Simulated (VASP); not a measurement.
Wanted: the native input for a VASP 6.6.1 run.

* Task: single point
* Functional: PBE
* Potentials or basis: VASP PAW PBE potentials, release 64 (Hf_pv, N)
* Cutoff: 600 eV
* k mesh: 8 × 8 × 8
* Occupations: fermi-dirac, width 0.1 eV
* Spin: no spin polarisation
* Dipole correction: no
* Further INCAR settings: ALGO = Normal; EDIFF = 1e-06; NBANDS = 14

The structure of HfN lies in POSCAR:

```
HfN
1.0
    3.1904660000      0.0000000000      0.0000000000
    1.5952330000      2.7630246059      0.0000000000
    1.5952330000      0.9210082020      2.6050045806
Hf N
1 1
Direct
    0.0000000000      0.0000000000      0.0000000000
    0.5000000000      0.5000000000      0.5000000000
```

One way to write it, as run:

INCAR

```
SYSTEM = HfN
  ALGO = Normal
  EDIFF = 1E-6
  ENCUT = 600
  GGA = PE
  GGA_COMPAT = .False.
  ISIF = 2
  ISMEAR = -1
  LASPH = .True.
  LCHARG = .True.
  LELF = .True.
  LREAL = .False.
  LVHAR = .True.
  LWAVE = .False.
  NBANDS = 14
  NELM = 120
  PREC = Accurate
  SIGMA = 0.1
```

KPOINTS

```
k-points
0
Gamma
  8 8 8
  0 0 0
```

Potentials or basis: VASP PAW PBE potentials, release 64 (Hf_pv, N).

The run is started by

```sh
$ cat potpaw_PBE.64/Hf_pv/POTCAR potpaw_PBE.64/N/POTCAR > POTCAR
$ mpirun -np 1 vasp_std > vasp.out
```

Results of the run:

```yaml
Pressure: 4.3 GPa
```

Run time: 13 s on 1 thread of Intel(R) Xeon(R) Platinum 8488C (Sapphire Rapids), with other jobs on the host, peak memory 0.16 GiB.
